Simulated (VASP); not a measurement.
AlN, 4 atoms in the cell. It takes space group P6_3mc (No. 186, hexagonal). Conventional cell: a = 3.089 Å, b = 3.089 Å, c = 4.943 Å, α = 90.00°, β = 90.00°, γ = 120.00°. Al (site symmetry 3m) has 4 N at 1.88 to 1.89 Å within 2.5 Å. N (site symmetry 3m) has 4 Al at 1.88 to 1.89 Å within 2.5 Å. 

```yaml
Program: VASP 6.6.1
Task: relaxation of cell and atoms
Functional: LDA
Potentials_or_basis: VASP PAW LDA potentials, release 64 (Al, N)
Cutoff: 600 eV
k_mesh: 8 × 8 × 4
Occupations: gaussian, width 0.01 eV
Spin: no spin polarisation
Target_pressure: 7 GPa
Dipole_correction: no
Further_INCAR_settings: ALGO = Normal; EDIFF = 1e-06; IBRION = 2; EDIFFG = -0.002; NSW = 100; ISIF = 3
```

Potentials or basis: VASP PAW LDA potentials, release 64 (Al, N).

The run is started by

```bash
$ cat potpaw_LDA.64/Al/POTCAR potpaw_LDA.64/N/POTCAR > POTCAR
$ mpirun -np 1 vasp_std > vasp.out
```

Hardware: 1 thread of Intel(R) Xeon(R) Platinum 8259CL CPU @ 2.50GHz (Skylake/Cascade Lake), with other jobs on the host.

Question: How long does it take, and how much memory?

Answer: Wall time 61 s on 1 thread of Intel(R) Xeon(R) Platinum 8259CL CPU @ 2.50GHz (Skylake/Cascade Lake), with other jobs on the host, peak memory 0.16 GiB. Counts: scf iterations 44, k points 30, ion steps 8.
